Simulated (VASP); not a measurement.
Write the native input for VASP 6.6.1 that does the following.

* Task: single point
* Functional: LDA
* Potentials or basis: VASP PAW LDA potentials, release 64 (Ir)
* Cutoff: 520 eV
* k mesh: 14 × 14 × 14
* Occupations: fermi-dirac, width 0.1 eV
* Spin: no spin polarisation
* Dipole correction: no
* Further INCAR settings: ALGO = Normal; EDIFF = 1e-06; NBANDS = 10

The structure of Ir lies in POSCAR:

```
Ir
1.0
    2.4938766457      0.0000000000      0.0000000000
    0.0000000000      2.4938766457      0.0000000000
    0.0000000000      0.0000000000      2.4938766457
Ir
1
Direct
    0.0000000000      0.0000000000      0.0000000000
```

This isn't the form of Ir at room conditions, which is fcc.

One way to write it, as run:

INCAR

```
SYSTEM = Ir
ALGO = Normal
EDIFF = 1E-6
ENCUT = 520
ISIF = 2
ISMEAR = -1
LASPH = .TRUE.
LCHARG = .FALSE.
LREAL = .FALSE.
LWAVE = .FALSE.
NBANDS = 10
NELM = 80
PREC = Accurate
SIGMA = 0.1
```

KPOINTS

```
k-points
0
G
  14 14 14
  0 0 0
```

Potentials or basis: VASP PAW LDA potentials, release 64 (Ir).

Run with:

```sh
$ cat potpaw_LDA.64/Ir/POTCAR > POTCAR
$ mpirun -np 1 vasp_std > vasp.out
```

It gave:

| Property | Result |
| --- | --- |
| Pressure | 14.2 GPa |
| Band gap on the k mesh | zero (an odd number of electrons rules out a gap without spin polarisation) |

Caveat: the cell stands under pressure; spin-orbit coupling is left out, which moves the levels of the heavy elements.

Run time: 14 s on 1 thread of Intel Xeon 8259CL, on a shared host, peak memory 0.13 GiB.
